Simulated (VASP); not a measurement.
Here is a VASP 6.6.1 calculation.

INCAR

```
SYSTEM = Cr
PREC = Accurate ; ENCUT = 520
EDIFF = 1E-7 ; ISMEAR = -1
SIGMA = 0.05 ; LREAL = .FALSE.
LASPH = .TRUE. ; NELM = 150
ALGO = Normal ; ISIF = 2
LWAVE = .FALSE. ; LCHARG = .FALSE.
ISPIN = 2 ; MAGMOM = 1.01 -1.01
LORBIT = 11 ; LMAXMIX = 4
GGA = PE ; NBANDS = 23
```

KPOINTS

```
Automatic mesh
0
G
  18 18 18
  0 0 0
```

Contents of POSCAR:

```
Cr
1.0
    2.7867550325      0.0000000000      0.0000000000
    0.0000000000      2.7867550325      0.0000000000
    0.0000000000      0.0000000000      2.7867550325
Cr
2
Direct
    0.0000000000      0.0000000000      0.0000000000
    0.5000000000      0.5000000000      0.5000000000
```

Potentials or basis: VASP PAW PBE potentials, release 64 (Cr_pv).

Run with:

```console
$ cat potpaw_PBE.64/Cr_pv/POTCAR > POTCAR
$ mpirun -np 1 vasp_std > vasp.out
```

Task: Predict the net moment.

Result: 0.00 μB per cell.

Task: Predict the band gap on the k mesh.

Result: Zero (filled and empty bands overlap).

Task: What does it give for the pressure?

Result: 19.5 GPa.
